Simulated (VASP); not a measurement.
Wanted: the native input for a VASP 6.6.1 run.

```
Task                   : single point
Functional             : PBE
Potentials or basis    : VASP PAW PBE potentials, release 64 (Al, As)
Cutoff                 : 520 eV
k mesh                 : 4 × 4 × 3
Occupations            : gaussian, width 0.2 eV
Spin                   : no spin polarisation
Dipole correction      : no
Further INCAR settings : ALGO = Fast; EDIFF = 1e-06; NBANDS = 19
```

The structure of Al5As lies in POSCAR:

```
Al5As
1.0
    4.0750105389      0.0000000000      0.0000000000
    0.0000000000      4.1726182678      0.0000000000
    0.0000000000      0.0000000000      7.0878368256
Al As
5 1
Direct
    0.5000000000      0.0000000000      0.2464430212
    0.5000000000      0.0000000000      0.7550877849
    0.0000000000      0.5000000000      0.7697940865
    0.5000000000      0.5000000000      0.4991126109
    0.0000000000      0.0000000000      0.4948432529
    0.0000000000      0.0000000000      0.0047192437
```

The input as run:

INCAR

```
SYSTEM = Al5As
  ALGO = Fast
  EDIFF = 1E-6
  ENCUT = 520
  GGA = PE
  ISIF = 2
  ISMEAR = 0
  LASPH = .True.
  LCHARG = .True.
  LELF = .True.
  LREAL = .False.
  LVHAR = .True.
  LWAVE = .False.
  NBANDS = 19
  NELM = 100
  PREC = Accurate
  SIGMA = 0.2
```

KPOINTS

```
k-points
0
Gamma
  4 4 3
  0 0 0
```

Potentials or basis: VASP PAW PBE potentials, release 64 (Al, As).

Command:

```bash
$ cat potpaw_PBE.64/Al/POTCAR potpaw_PBE.64/As/POTCAR > POTCAR
$ mpirun -np 1 vasp_std > vasp.out
```

Results of the run:

```json
{
 "Pressure": "0.1 GPa",
 "Largest force": "0.016 eV/Å",
 "Band gap on the k mesh": "zero (band 10 reaches 6.70 eV, above the bottom of band 11 at 5.16 eV)"
}
```

Caveat: the k points lie up to 0.39 Å⁻¹ apart.

Run time: 27 s on 1 thread of Intel(R) Xeon(R) Platinum 8488C (Sapphire Rapids), with other jobs on the host, peak memory 0.22 GiB.
